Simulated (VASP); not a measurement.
Crystal: SiC.

```
Si C
1.0
     3.01600    0.00000    0.00000
    -1.50800    2.61194    0.00000
     0.00000    0.00000   10.11474
Si C
4 4
Direct
  0.00000 0.00000 0.00050
  0.33333 0.66667 0.25051
  0.00000 0.00000 0.50050
  0.66667 0.33333 0.75051
  0.00000 0.00000 0.18671
  0.33333 0.66667 0.43727
  0.00000 0.00000 0.68671
  0.66667 0.33333 0.93727
```

This cell differs from its parent crystal: epitaxial xy strain -2.0%.

Base run:

| Property | Result |
| --- | --- |
| Program | VASP 6.6.1 |
| Functional | r2SCAN |
| Potentials or basis | VASP PAW PBE potentials, release 64 (Si, C) |
| Cutoff | 520 eV |
| k mesh | 12 × 12 × 4 |
| Occupations | gaussian, width 0.01 eV |
| Spin | no spin polarisation |

Its results: band gap on the k mesh 2.45 eV (least direct gap 3.71 eV); pressure 8.9 GPa; largest force 0.003 eV/Å.

Q: The run is repeated on the same cell with these changes: functional from r2SCAN to HSE06; k mesh from 12 × 12 × 4 to 6 × 6 × 2. What comes out?

A: Band gap on the k mesh 2.99 eV (least direct gap 4.31 eV); pressure 7.5 GPa; largest force 0.005 eV/Å.

Several settings changed at once.

Caveats: the cell stands under pressure; the PAW data sets were made with another functional, which shifts forces and pressure a little.

A k mesh can miss the band edges.
